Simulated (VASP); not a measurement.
A run of VASP 6.6.1:

INCAR

```
SYSTEM = Na
PREC = Accurate
ENCUT = 520
EDIFF = 1E-7
ISMEAR = 1
SIGMA = 0.005
LREAL = .FALSE.
LASPH = .TRUE.
NELM = 80
ALGO = Fast
ISIF = 2
LWAVE = .FALSE.
LCHARG = .FALSE.
GGA = PS
NBANDS = 14
```

Contents of KPOINTS:

```
regular mesh
0
G
  7 7 4
  0 0 0
```

Contents of POSCAR:

```
Na
1.0
    3.7670000000      0.0000000000      0.0000000000
   -1.8835000000      3.2623176961      0.0000000000
    0.0000000000      0.0000000000      6.1540000000
Na
2
Direct
    0.6666666667      0.3333333333      0.7500000000
    0.3333333333      0.6666666667      0.2500000000
```

Potentials or basis: VASP PAW PBE potentials, release 64 (Na_pv).

Command:

```console
$ cat potpaw_PBE.64/Na_pv/POTCAR > POTCAR
$ mpirun -np 1 vasp_std > vasp.out
```

Hardware: 1 thread of Intel Xeon 6975P-C, on a shared host.

How long does it take, and how much memory?

Wall time 31 s on 1 thread of Intel Xeon 6975P-C, on a shared host, peak memory 0.18 GiB. Counts: scf iterations 16, k points 24.
